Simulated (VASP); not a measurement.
# SiC16 in VASP: notebook, part 2 of 2

VASP 6.6.1. Earlier steps stand in the parts before.

## Step 4: Single point, PBE+D3(BJ), collinear spin

INCAR

```
PREC = Accurate ; ENCUT = 520
EDIFF = 1E-7 ; ISMEAR = 0
SIGMA = 0.05 ; LREAL = Auto
LASPH = True ; NELM = 150
ALGO = Normal ; ISIF = 2
LWAVE = False ; LCHARG = True
ISPIN = 2 ; MAGMOM = 0 0 0 0 0 0 0 0 0 0 0 0 0 0 0 0 2
LORBIT = 11 ; LDIPOL = True
IDIPOL = 3 ; DIPOL = 0.5 0.5 0.309
GGA = PE ; IVDW = 12
LELF = True ; LVHAR = True
LVACPOTAV = True ; NBANDS = 52
```

KPOINTS

```
regular mesh
0
Gamma
  6 6 1
```

POSCAR

```
SiC16
1.0
    4.9298676323      0.0000000000      0.0000000000
    0.0000000000      4.4224271195      0.0000000000
    0.0000000000      0.0000000000     22.6937497910
C Si
16 1
Direct
    0.2500000000      0.4155274488      0.1762599851
    0.7500000000      0.4155274488      0.1762599851
    0.0000000000      0.5195584910      0.2001803947
    0.5000000000      0.5195584910      0.2001803947
    0.0000000000      0.7272227621      0.2480852155
    0.5000000000      0.7272227621      0.2480852155
    0.2500000000      0.8312538043      0.2720056251
    0.7500000000      0.8312538043      0.2720056251
    0.2500000000      0.0442051686      0.3198734326
    0.7500000000      0.0442051686      0.3198734326
    0.0000000000      0.1500808487      0.3425973485
    0.5000000000      0.1500808487      0.3425973485
    0.0000000000      0.3779776253      0.3900566375
    0.5000000000      0.3779776253      0.3900566375
    0.2500000000      0.4764186278      0.4095290499
    0.7500000000      0.4764186278      0.4095290499
    0.2500000000      0.6430852945      0.5329110395
```

Potentials or basis: VASP PAW PBE potentials, release 64 (C, Si).

Command:

```console
$ cat potpaw_PBE.64/C/POTCAR potpaw_PBE.64/Si/POTCAR > POTCAR
$ mpirun -np 1 vasp_std > vasp.out
```

OUTCAR:

```text
PREC = Accurate
   ENCUT = 520
   EDIFF = 1E-7
   ISMEAR = 0
   LREAL = Auto
   LASPH = True
   NELM = 150
   ISIF = 2
   ISPIN = 2
   LORBIT = 11
   GGA = PE
   IVDW = 12
 IVDW          = 12

 ion  position               nearest neighbor table
   1  0.250  0.416  0.176-   3 1.42   4 1.42
   2  0.750  0.416  0.176-   3 1.42   4 1.42
   3  0.000  0.520  0.200-   5 1.42   2 1.42   1 1.42
   4  0.500  0.520  0.200-   6 1.42   2 1.42   1 1.42
   5  0.000  0.727  0.248-   3 1.42   7 1.42   8 1.42
   6  0.500  0.727  0.248-   4 1.42   7 1.42   8 1.42
   7  0.250  0.831  0.272-   5 1.42   6 1.42   9 1.44
   8  0.750  0.831  0.272-   5 1.42   6 1.42  10 1.44
   9  0.250  0.044  0.320-  11 1.42  12 1.42   7 1.44
  10  0.750  0.044  0.320-  11 1.42  12 1.42   8 1.44
  11  0.000  0.150  0.343-   9 1.42  10 1.42  13 1.48
  12  0.500  0.150  0.343-   9 1.42  10 1.42  14 1.48
  13  0.000  0.378  0.390-  15 1.38  16 1.38  11 1.48
  14  0.500  0.378  0.390-  15 1.38  16 1.38  12 1.48
  15  0.250  0.476  0.410-  13 1.38  14 1.38
  16  0.750  0.476  0.410-  13 1.38  14 1.38
  17  0.250  0.643  0.533-

  LATTYP: Found a simple orthorhombic cell.
 ALAT       =     4.4224271195
 B/A-ratio  =     1.1147425382
 C/A-ratio  =     5.1315147040

  Lattice vectors:

 A1 = (   0.0000000000,  -4.4224271195,   0.0000000000)
 A2 = (   4.9298676323,   0.0000000000,   0.0000000000)
 A3 = (   0.0000000000,   0.0000000000,  22.6937497910)

Analysis of symmetry for initial positions (statically):
=====================================================================
 Subroutine PRICEL returns:
 Original cell was already a primitive cell.

 Routine SETGRP: Setting up the symmetry group for a
 simple orthorhombic supercell.

 Subroutine GETGRP returns: Found  2 space group operations
 (whereof  1 operations were pure point group operations)
 out of a pool of  8 trial point group operations.

The static configuration has the point symmetry C_1 .
 The point group associated with its full space group is C_1h.

Analysis of symmetry for dynamics (positions and initial velocities):
=====================================================================
 Subroutine PRICEL returns:
 Original cell was already a primitive cell.

 Routine SETGRP: Setting up the symmetry group for a
 simple orthorhombic supercell.

 Subroutine GETGRP returns: Found  2 space group operations
 (whereof  1 operations were pure point group operations)
 out of a pool of  8 trial point group operations.

The dynamic configuration has the point symmetry C_1 .
 The point group associated with its full space group is C_1h.

Analysis of structural, dynamic, and magnetic symmetry:
=====================================================================
 Subroutine PRICEL returns:
 Original cell was already a primitive cell.

 Routine SETGRP: Setting up the symmetry group for a
 simple orthorhombic supercell.

 Subroutine GETGRP returns: Found  2 space group operations
 (whereof  1 operations were pure point group operations)
 out of a pool of  8 trial point group operations.

The overall configuration has the point symmetry C_1 .
 The point group associated with its full space group is C_1h.

 Subroutine INISYM returns: Found  2 space group operations
 (whereof  1 operations are pure point group operations),
 and found     1 'primitive' translations
[... 133 lines left out ...]
   IALGO  =     38    algorithm
   IMIX   =      4    mixing-type and parameters
     AMIX     =   0.40;   BMIX     =  1.00
     AMIX_MAG =   1.60;   BMIX_MAG =  1.00
  volume/ion in A,a.u.               =      29.10       196.40
  Fermi-wavevector in a.u.,A,eV,Ry     =   0.844845  1.596526  9.711337  0.713763
  Thomas-Fermi vector in A             =   1.959938
   LORBIT       =     11    0 simple, 1 ext, 2 COOP (PROOUT), +10 PAW based schemes
   GGA     = PE    functional components
   LHFCALC =     F    Hartree Fock is set to
   AEXX    =    0.0000 exact exchange contribution
   IVDW    =    12    specifies the selected vdW correction
   LEPSILON=     F    determine dielectric tensor
   LRPA    =     F    only Hartree local field effects (RPA)
 spin polarized calculation
 Gauss-broadening in eV      SIGMA  =   0.05
  energy-cutoff  :      520.00
  volume of cell :      494.77
 maximum number of plane-waves:     13376
 NGX is ok and might be reduce to    40
   NGX = 19   NGY = 17   NGZ = 85

 dipolmoment           0.000000      0.000000      0.139220 electrons x Angstroem

 number of electron      68.0000008 magnetization       0.3707440

 number of electron      68.0000008 magnetization      -2.4552698

 dipolmoment           0.000000      0.000000     -0.064635 electrons x Angstroem

 Free energy of the ion-electron system (eV)
  ---------------------------------------------------
  ext. energy  EPLUGINS =         0.00000000
  ---------------------------------------------------
  free energy    TOTEN  =      -138.13007172 eV

  energy without entropy =     -138.12555164  energy(sigma->0) =     -138.12781168

 E-fermi :  -1.4889     XC(G=0):  -4.3384

 val. band max:       -1.4949781423   @ k =   0.0000   0.0000   0.0000
 cond. band min:      -1.4773760776   @ k =   0.1667   0.3333   0.0000
 fundamental gap:      0.0176020647
 Fermi energy:        -1.4889031116

 spin component 1

 k-point     1 :       0.0000    0.0000    0.0000
  band No.  band energies     occupation
      1     -20.7122      1.00000
      2     -19.5930      1.00000
      3     -17.9560      1.00000
      4     -16.4849      1.00000
      5     -16.4255      1.00000
      6     -16.1356      1.00000
[... 773 lines left out ...]
     45       4.9138      0.00000
     46       4.9716      0.00000
 Fermi energy:        -1.4889031116

 spin component 2

 k-point     1 :       0.0000    0.0000    0.0000
  band No.  band energies     occupation
      1     -20.8249      1.00000
      2     -19.8282      1.00000
      3     -18.2596      1.00000
      4     -16.5930      1.00000
      5     -16.5091      1.00000
      6     -16.4323      1.00000
[... 773 lines left out ...]
     45       4.5779      0.00000
     46       5.0181      0.00000
 [bands above 46 left out]

------------------------ aborting loop because EDIFF is reached ----------------------------------------

 Edisp (eV)   -2.09658

 E8    (eV) :    -0.6321

  FORCE on cell =-STRESS in cart. coord.  units (eV):
  Direction    XX          YY          ZZ          XY          YZ          ZX
  --------------------------------------------------------------------------------------
  -------------------------------------------------------------------------------------
  Total      -0.20662    -2.43582    -6.77121     0.00000    -1.95916     0.00000
  in kB      -0.66907    -7.88774   -21.92678     0.00000    -6.34424     0.00000
  external pressure =      -10.16 kB  Pullay stress =        0.00 kB

 VOLUME and BASIS-vectors are now :
 -----------------------------------------------------------------------------
  energy-cutoff  :      520.00
  volume of cell :      494.77
      direct lattice vectors                 reciprocal lattice vectors
     4.929867632  0.000000000  0.000000000     0.202845203  0.000000000  0.000000000
     0.000000000  4.422427120  0.000000000     0.000000000  0.226120176  0.000000000
     0.000000000  0.000000000 22.693749791     0.000000000  0.000000000  0.044064996

 POSITION                                       TOTAL-FORCE (eV/Angst)
 -----------------------------------------------------------------------------------
      1.23247      1.83764      4.00000         0.000000      1.649820      1.965598
      3.69740      1.83764      4.00000         0.000000      1.651868      1.971745
      0.00000      2.29771      4.54284         0.000092     -2.162265     -2.576848
      2.46493      2.29771      4.54284        -0.000092     -2.162265     -2.576848
      0.00000      3.21609      5.62998        -0.008142      0.681989      0.868754
      2.46493      3.21609      5.62998         0.008142      0.681989      0.868754
[... 9 lines left out ...]
      3.69740      2.10693      9.29375         0.000000      0.082232      0.642265
      1.23247      2.84400     12.09375         0.000000     -0.353260     -2.240665
 -----------------------------------------------------------------------------------
    total drift:                               -0.000000     -0.022390     -0.032989

  FREE ENERGIE OF THE ION-ELECTRON SYSTEM (eV)
  ---------------------------------------------------
  free  energy   TOTEN  =      -140.2266533574 eV

  energy  without entropy=     -140.2221332713  energy(sigma->0) =     -140.22439331

 vacuum level on the upper side and lower side of the slab         2.741         3.277

 total charge

# of ion       s       p       d       tot
------------------------------------------
    1        0.864   1.574   0.000   2.438
    2        0.864   1.574   0.000   2.438
    3        0.861   1.767   0.000   2.628
    4        0.861   1.767   0.000   2.628
    5        0.864   1.780   0.000   2.644
    6        0.864   1.780   0.000   2.644
[... 9 lines left out ...]
   16        0.890   1.619   0.000   2.509
   17        0.953   0.502   0.000   1.455
--------------------------------------------------
tot         14.821  28.214   0.000  43.035

 magnetization (x)

# of ion       s       p       d       tot
------------------------------------------
    1       -0.102  -0.537   0.000  -0.639
    2       -0.102  -0.537   0.000  -0.639
    3       -0.003   0.019   0.000   0.016
    4       -0.003   0.019   0.000   0.016
    5       -0.012  -0.071   0.000  -0.082
    6       -0.012  -0.071   0.000  -0.082
[... 9 lines left out ...]
   16       -0.064  -0.410   0.000  -0.474
   17        0.003   0.321   0.000   0.324
--------------------------------------------------
tot         -0.334  -1.411   0.000  -1.745
```

Wall time 1.7 h (1 thread of Oxide Virtual Turin-like, shared host); peak memory 1.1 GiB.

What came out:

| Quantity | Value |
| --- | --- |
| Free energy | -140.2267 eV |
| Largest force | 3.675 eV/Å |
| Net moment | -2.46 μB per cell |
| Site moments | C -0.64, +0.02, -0.08, +0.01, -0.01, -0.00, -0.03, -0.15, -0.47 (each value once); Si +0.32 μB |
| Valence electrons inside the program's atomic spheres | C 2.44, 2.63, 2.64, 2.65, 2.62, 2.66, 2.51 (each value once); Si 1.46 |
| Dispersion energy per atom | -0.123 eV |

Forces in eV/Å, atoms in the order of the input:
```
C    0.000  1.650  1.966
C    0.000  1.652  1.972
C    0.000 -2.162 -2.577
C    0.000 -2.162 -2.577
C   -0.008  0.682  0.869
C    0.008  0.682  0.869
C    0.000 -0.152 -0.188
C    0.000 -0.165 -0.213
C    0.000 -0.110 -0.144
C    0.000 -0.176 -0.258
C   -0.210  0.427  0.192
C    0.210  0.427  0.192
C    0.094 -0.796 -0.976
C   -0.094 -0.796 -0.976
C    0.000  1.271  3.448
C    0.000  0.082  0.642
Si   0.000 -0.353 -2.241
```

## Step 5: Summary

```csv
cell,gap on the mesh (eV),moment (μB),largest force (eV/Å)
"as given, atomic positions A",none,0.48,3.17
"as given, atomic positions B",none,0.52,3.13
"as given, atomic positions C",none,2.46,3.67
```

Alike in all rows: task single point; level PBE+D3(BJ); potentials or basis VASP PAW PBE potentials, release 64 (C, Si); spin collinear; k mesh 6 × 6 × 1; cutoff (eV) 520; smearing gaussian 0.05 eV.

Total energies depend on the potentials used, so only differences within one code and one set of settings carry meaning.
